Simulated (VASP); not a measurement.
Here is a VASP 6.6.1 calculation.

INCAR

```
SYSTEM = Ag
PREC = Accurate
ENCUT = 520
EDIFF = 1E-7
ISMEAR = 0
SIGMA = 0.1
LREAL = .FALSE.
LASPH = .TRUE.
NELM = 60
ALGO = Fast
ISIF = 2
LWAVE = .FALSE.
LCHARG = .TRUE.
GGA = PE
LELF = .TRUE.
LVHAR = .TRUE.
NBANDS = 30
```

Contents of KPOINTS:

```
regular mesh
0
G
  4 4 6
  0 0 0
```

The input POSCAR:

```
Ag
1.0
    6.5927133867      0.0000000000      0.0000000000
    0.0000000000      6.5927133867      0.0000000000
    0.0000000000      0.0000000000      2.7337800364
Ag
4
Direct
    0.2044041570      0.5000000000      0.0000000000
    0.7955958430      0.5000000000      0.0000000000
    0.5000000000      0.2044041570      0.0000000000
    0.5000000000      0.7955958430      0.0000000000
```

Potentials or basis: VASP PAW PBE potentials, release 64 (Ag).

The run is started by

```bash
$ cat potpaw_PBE.64/Ag/POTCAR > POTCAR
$ mpirun -np 1 vasp_std > vasp.out
```

**Question.** Predict the pressure.

**Answer.** -0.1 GPa.

**Question.** Predict the largest force.

**Answer.** 0.021 eV/Å.

Stress tensor (GPa, compression positive):
```
-0.03  0.00  0.00
 0.00 -0.03  0.00
 0.00  0.00 -0.37
```

Caveat: the k points lie up to 0.38 Å⁻¹ apart, too coarse for converged energies and pressures of a metal.
